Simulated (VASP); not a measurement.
The system is NiMoIrPdW.

```
Ni Mo Pd Ir W
1.0
     2.76078    0.00000    0.00000
    -1.38039    2.39090    0.00000
     0.00000    0.00000   11.34051
Ni Mo Pd Ir W
1 1 1 1 1
Cartesian
  0.0000 0.0000 8.0423
  1.3804 0.7970 3.3369
  1.3804 0.7970 10.1952
  0.0000 0.0000 1.2025
  1.3804 0.7970 6.0015
```

* Program: VASP 6.6.1
* Task: relaxation of cell and atoms
* Functional: RPBE
* Potentials or basis: VASP PAW PBE potentials, release 64 (Ni, Mo_sv, Pd, Ir, W_sv)
* Cutoff: 600 eV
* k mesh: 8 × 8 × 2
* Occupations: fermi-dirac, width 0.05 eV
* Spin: collinear spin, ferromagnetic start
* Starting moments: [1.0, 1.0, 0.0, 0.6, 0.0] μB

At the start: pressure 4.4 GPa; volume 14.97 Å³/atom.

**Question.** Where does the relaxation end?

**Answer.** Over 7 steps the energy falls by 4.1 meV/atom and the volume is 15.23 Å³/atom (+1.7 %); space group P3m1 (No. 156, to 0.1 Å) before and after; moment 0.00 μB per cell.

The path:
```tsv
step	energy change (eV)	largest force (eV/Å)	pressure (GPa)	volume (Å³)
1	0.0000	0.3365	4.40	74.86
2	0.0735	0.4396	-8.58	79.40
3	-0.0202	0.0652	-0.11	76.26
4	-0.0202	0.0705	-0.07	76.23
5	-0.0206	0.0110	0.00	76.18
6	-0.0206	0.0105	0.04	76.16
7	-0.0206	0.0086	0.05	76.17
```

Final structure:
```
Ni Mo Pd Ir W
1.0
     2.77767    0.00000    0.00000
    -1.38884    2.40552    0.00000
    -0.00001    0.00000   11.39908
Ni Mo Pd Ir W
1 1 1 1 1
Direct
  0.00000 0.00000 0.70930
  0.66667 0.33333 0.29501
  0.66667 0.33333 0.89915
  0.00000 0.00000 0.10531
  0.66667 0.33333 0.52890
```

Caveat: the PAW data sets were made with another functional, which shifts forces and pressure a little.
